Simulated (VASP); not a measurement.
Wanted: the native input for a VASP 6.6.1 run.

```
Task                   : single point
Functional             : r2SCAN
Potentials or basis    : VASP PAW PBE potentials, release 64 (Mg, O)
Cutoff                 : 520 eV
k mesh                 : 6 × 6 × 4
Occupations            : gaussian, width 0.01 eV
Spin                   : no spin polarisation
Dipole correction      : no
Further INCAR settings : ALGO = Normal; EDIFF = 1e-06; NBANDS = 16
```

The system is MgO.

```
CELL_PARAMETERS angstrom
3.24026 0.00000 0.00000
-1.62013 2.80615 0.00000
0.00000 0.00000 4.88116
ATOMIC_POSITIONS crystal
Mg 0.33333 0.66667 0.00216
Mg 0.66667 0.33333 0.50216
O 0.33333 0.66667 0.40244
O 0.66667 0.33333 0.90244
```

The input as run:

POSCAR

```
MgO
1.0
    3.2402621860      0.0000000000      0.0000000000
   -1.6201310881      2.8061493644      0.0000000000
    0.0000000000      0.0000000000      4.8811616653
Mg O
2 2
Direct
    0.3333333333      0.6666666667      0.0021597400
    0.6666666667      0.3333333333      0.5021597400
    0.3333333333      0.6666666667      0.4024402600
    0.6666666667      0.3333333333      0.9024402600
```

INCAR.step1

```
PREC = Accurate
ENCUT = 520
ISMEAR = 0
SIGMA = 0.01
LREAL = F
LASPH = T
NELM = 60
NBANDS = 16
GGA = PE
ALGO = Normal
EDIFF = 1E-4
LWAVE = T
LCHARG = F
```

INCAR.step2

```
PREC = Accurate
ENCUT = 520
EDIFF = 1E-6
ISMEAR = 0
SIGMA = 0.01
LREAL = F
LASPH = T
NELM = 60
ALGO = Normal
ISIF = 2
LWAVE = F
LCHARG = F
METAGGA = R2SCAN
LMIXTAU = T
NBANDS = 16
ISTART = 1
```

KPOINTS

```
regular mesh
0
Gamma
  6 6 4
```

Potentials or basis: VASP PAW PBE potentials, release 64 (Mg, O).

The run is started by

```sh
$ cat potpaw_PBE.64/Mg/POTCAR potpaw_PBE.64/O/POTCAR > POTCAR
$ cp INCAR.step1 INCAR
$ mpirun -np 1 vasp_std > vasp.out
$ cp INCAR.step2 INCAR
$ mpirun -np 1 vasp_std > vasp.out
```

Results of the run:

The pressure is 7.7 GPa. The largest force is 0.035 eV/Å and the band gap on the k mesh is 4.49 eV, direct.

Caveat: the PAW data sets were made with another functional, which shifts forces and pressure a little.

It took 19 s on 1 thread of Intel(R) Xeon(R) 6975P-C (Granite Rapids), with other jobs on the host, peak memory 0.16 GiB.
